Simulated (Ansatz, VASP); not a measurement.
# One calculation of MgW2Br4O4, two programs

```
Mg W Br O
1.0
     3.82655    0.00000    0.00174
     0.00000    8.59318    0.00000
    -0.00831    0.00000    7.61258
Mg W Br O
1 2 4 4
Direct
  0.04443 0.50000 0.21462
  0.04690 0.00000 0.96599
  0.04389 0.00000 0.46364
  0.04912 0.30696 0.95725
  0.04912 0.69304 0.95725
  0.04223 0.30692 0.47230
  0.04223 0.69308 0.47230
  0.54667 0.00000 0.96574
  0.04551 0.00000 0.71481
  0.54441 0.00000 0.46386
  0.04551 0.00000 0.21481
```

Alike in both runs: functional PBE; k mesh 4 × 2 × 2; occupations gaussian, width 0.1 eV; no spin polarisation.

Ansatz relaxed the structure, and its values are those at the end. VASP's run is a single point on that final structure, the one shown.

|  | VASP | Ansatz |
| --- | --- | --- |
| version | VASP 6.6.1 | Ansatz 0.2.0 |
| potentials or method | VASP PAW PBE potentials, release 64 (Mg, W_sv, Br, O), cutoff 520 eV | scalar-relativistic, plane waves, PAW |
| valence electrons in the cell | 82 | 90 |

Ansatz gave:

| Quantity | Value |
| --- | --- |
| gap on the k mesh at the Fermi level (eV) | none |
| pressure (GPa) | 0.0 |
| rms of the force components (eV/Å) | 0.010 |

Task: Which values does VASP return?

Result: gap on the k mesh at the Fermi level (eV): none; pressure (GPa): 0.4; rms of the force components (eV/Å): 0.010.

A gap of «none» marks a metal or a gap that the smearing closes. The functional is the same, so the differences come from potentials, cutoffs and numerics. VASP's potentials hold 82 valence electrons a cell and Ansatz's 90, so a difference there can come from the potentials and not from the codes.

The k mesh is coarse, so the values compare programs but aren't converged. Spin-orbit coupling is off throughout.
